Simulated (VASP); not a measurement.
Here is a VASP 6.6.1 calculation.

Contents of INCAR:

```
ALGO     = Normal         # electronic algorithm
EDIFF    = 1E-6           # SCF threshold, eV
EDIFFG   = -0.001         # ionic threshold
ENCUT    = 600            # plane-wave cutoff, eV
GGA      = PE             # functional
IBRION   = 2              # ionic algorithm
ISIF     = 3              # what is computed and relaxed
ISMEAR   = 0              # smearing method
IVDW     = 12             # dispersion correction
LASPH    = T              # aspherical terms in the spheres
LCHARG   = F              # write CHGCAR
LREAL    = F              # projectors in reciprocal space
LWAVE    = F              # write WAVECAR
NELM     = 60             # most SCF steps
NSW      = 80             # ionic steps
PREC     = Accurate       # precision mode
PSTRESS  = 40.0         
SIGMA    = 0.01           # smearing width, eV
```

The input KPOINTS:

```
k-points
0
Gamma
  10 10 10
```

POSCAR

```
SnSe
1.0
    0.0000000000      2.9882564713      2.9882564713
    2.9882564713      0.0000000000      2.9882564713
    2.9882564713      2.9882564713      0.0000000000
Sn Se
1 1
Direct
    0.0000000000      0.0000000000      0.0000000000
    0.5000000000      0.5000000000      0.5000000000
```

Potentials or basis: VASP PAW PBE potentials, release 64 (Sn_d, Se).

Command:

```bash
$ cat potpaw_PBE.64/Sn_d/POTCAR potpaw_PBE.64/Se/POTCAR > POTCAR
$ mpirun -np 1 vasp_std > vasp.out
```

Question: What does it give for the relaxed volume?

Answer: 25.03 Å³/atom.

Question: Predict the dispersion energy per atom.

Answer: -0.386 eV.

The path:
```tsv
step	energy change (eV)	largest force (eV/Å)	pressure (GPa)	volume (Å³)
1	0.0000	0.0000	0.02	53.37
2	0.0930	0.0000	6.51	48.41
3	0.0394	0.0000	4.00	50.06
```

Caveat: the cell is relaxed towards a set pressure, so the enthalpy falls and the energy may rise.
